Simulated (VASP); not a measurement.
## WS2: single point with r2SCAN+rVV10

Crystal: WS2.

```
W S
1.0
     3.16992    0.00000    0.00000
    -1.58496    2.74523    0.00000
     0.00000    0.00000   12.48489
W S
2 4
Cartesian
  0.0000 1.8302 3.1212
  1.5850 0.9151 9.3637
  1.5850 0.9151 4.6840
  1.5850 0.9151 1.5585
  0.0000 1.8302 10.9264
  0.0000 1.8302 7.8009
```

```json
{"Program": "VASP 6.6.1", "Task": "single point", "Functional": "r2SCAN", "Dispersion": "rVV10", "Potentials or basis": "VASP PAW PBE potentials, release 64 (W_sv, S)", "Cutoff": "520 eV", "k mesh": "12 × 12 × 2", "Occupations": "fermi-dirac, width 0.03 eV", "Spin": "no spin polarisation", "Dipole correction": "no", "Further INCAR settings": "ALGO = Normal; EDIFF = 1e-06; NBANDS = 35"}
```

```json
{
  "Pressure": "0.4 GPa",
  "Largest force": "0.040 eV/Å",
  "Band gap on the k mesh": "1.14 eV (least direct gap 1.90 eV)"
}
```

Forces in eV/Å, atoms in the order of the input:
```
W    0.000  0.000  0.000
W    0.000  0.000  0.000
S    0.000  0.000  0.040
S    0.000  0.000 -0.040
S    0.000  0.000  0.040
S    0.000  0.000 -0.040
```

Stress tensor (GPa, compression positive):
```
0.47 0.00 0.00
0.00 0.47 0.00
0.00 0.00 0.33
```

Levels at points of the mesh, in eV from the valence-band top:
| k point | band 24 | band 25 | band 26 | band 27 | band 28 | band 29 |
| --- | --- | --- | --- | --- | --- | --- |
| (0.00, 0.00, 0.00) | -1.71 | -1.16 | 0.00 | 2.44 | 2.44 | 2.45 |
| (0.50, 0.00, 0.00) | -1.98 | -1.77 | -1.60 | 2.38 | 2.42 | 2.72 |
| (0.00, 0.00, 0.50) | -2.41 | -0.33 | -0.33 | 2.43 | 2.43 | 2.43 |
| (0.50, 0.00, 0.50) | -2.06 | -1.67 | -1.67 | 2.40 | 2.40 | 2.86 |

It took 14 min on 1 thread of Intel Xeon 8259CL (shared host), peak memory 0.51 GiB.

Caveat: the PAW data sets were made with another functional, which shifts forces and pressure a little; spin-orbit coupling is left out, which moves the levels of the heavy elements. A k mesh can miss the band edges.
